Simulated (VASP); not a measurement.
A run of VASP 6.6.1:

File INCAR:

```
SYSTEM = BaTiO3
PREC = Accurate
ENCUT = 520
EDIFF = 1E-6
ISMEAR = 0
SIGMA = 0.01
LREAL = .FALSE.
LASPH = .TRUE.
NELM = 80
ALGO = Normal
ISIF = 2
LWAVE = .FALSE.
LCHARG = .FALSE.
GGA = PE
NBANDS = 28
```

Contents of KPOINTS:

```
regular mesh
0
G
  6 6 6
  0 0 0
```

Contents of POSCAR:

```
BaTiO3
1.0
    2.8047399623      1.6193173722      2.3083951312
   -2.8047399623      1.6193173722      2.3083951312
    0.0000000000     -3.2386347445      2.3083951312
Ba Ti O
1 1 3
Direct
   -0.0054008912     -0.0054008912     -0.0054008912
    0.4803547845      0.4803547845      0.4803547845
    0.5112004268      0.5112004268      0.0218452530
    0.0218452530      0.5112004268      0.5112004268
    0.5112004268      0.0218452530      0.5112004268
```

Potentials or basis: VASP PAW PBE potentials, release 64 (Ba_sv, Ti_sv, O).

Run with:

```sh
$ cat potpaw_PBE.64/Ba_sv/POTCAR potpaw_PBE.64/Ti_sv/POTCAR potpaw_PBE.64/O/POTCAR > POTCAR
$ mpirun -np 1 vasp_std > vasp.out
```

Hardware: 1 thread of Intel(R) Xeon(R) 6975P-C (Granite Rapids) (shared host).

Q: Estimate the wall time of this run.

A: Run time: 31 s on 1 thread of Intel(R) Xeon(R) 6975P-C (Granite Rapids), with other jobs on the host, peak memory 0.2 GiB. Counts: scf iterations 15, k points 32.
